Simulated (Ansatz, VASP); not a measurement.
# Two plane-wave programs on HfO2

Contents of INCAR:

```
  ALGO = Normal
  EDIFF = 1E-7
  ENCUT = 520
  GGA = PE
  ISIF = 2
  ISMEAR = 0
  LASPH = True
  LCHARG = False
  LREAL = False
  LWAVE = False
  NBANDS = 31
  NELM = 80
  PREC = Accurate
  SIGMA = 0.05
```

KPOINTS

```
k-points
0
Gamma
  6 6 8
```

Contents of POSCAR:

```
HfO2
1.0
    4.8812150602      0.0000000000      0.0000000000
    0.0000000000      4.8812150602      0.0000000000
    0.0000000000      0.0000000000      3.2378896156
Hf O
2 4
Direct
    0.0000000000      0.0000000000     -0.0209086807
    0.5000000000      0.5000000000      0.5209086807
    0.1494305747      0.7597983563      0.4932900522
    0.3505694253      0.2597983563      0.0067099478
    0.6494305747      0.7402016437      0.0067099478
    0.8505694253      0.2402016437      0.4932900522
```

Input for Ansatz:

```yaml
crystal:
  lattice:
    - [4.8812150602, 0.0, 0.0]
    - [0.0, 4.8812150602, 0.0]
    - [0.0, 0.0, 3.2378896156]
  atoms:
    - { symbol: Hf, position: [0.0, 0.0, -0.0209086807] }
    - { symbol: Hf, position: [0.5, 0.5, 0.5209086807] }
    - { symbol: O, position: [0.1494305747, 0.7597983563, 0.4932900522] }
    - { symbol: O, position: [0.3505694253, 0.2597983563, 0.0067099478] }
    - { symbol: O, position: [0.6494305747, 0.7402016437, 0.0067099478] }
    - { symbol: O, position: [0.8505694253, 0.2402016437, 0.4932900522] }
basis:
  ecutwfc: 520.0
kpoints:
  mp_grid: { grid: [6, 6, 8] }
hamiltonian:
  xc: pbe
  pseudopotentials: { kind: paw, azcp: { folder: soft_1 } }
scf:
  occupations: { method: gaussian, width: 0.05 }
output:
  forces: true
  stress: true
  eigenvalues: true
```

Change from the starting cell: mode 4 frozen in at -0.068 Å and mode 5 at -0.313 Å (largest displacements).

Alike in both runs: task single point; functional PBE; k mesh 6 × 6 × 8; occupations gaussian, width 0.05 eV; no spin polarisation.

|  | VASP | Ansatz |
| --- | --- | --- |
| version | VASP 6.6.1 | Ansatz 0.2.0 |
| potentials or method | VASP PAW PBE potentials, release 64 (Hf_pv, O), cutoff 520 eV | scalar-relativistic, plane waves, PAW |
| valence electrons in the cell | 44 | 76 |

|  | VASP | Ansatz | Ansatz less VASP |
| --- | --- | --- | --- |
| gap on the k mesh at the Fermi level (eV) | 3.91 | 3.96 | +0.049 |
| least direct gap on the mesh (eV) | 3.99 | 4.02 | +0.032 |
| pressure (GPa) | -7.9 | -5.2 | +2.71 |
| traceless stress, the component that is largest in VASP (GPa) | -1.87 | -1.96 | -0.092 |
| rms of the force components (eV/Å) | 0.350 | 0.316 | -0.0341 |

Atom by atom the forces differ by 0.038 eV/Å (rms over components). The functional is the same, so the differences come from potentials, cutoffs and numerics. VASP's potentials hold 44 valence electrons a cell and Ansatz's 76, so a difference there can come from the potentials and not from the codes.

Spin-orbit coupling is off throughout.
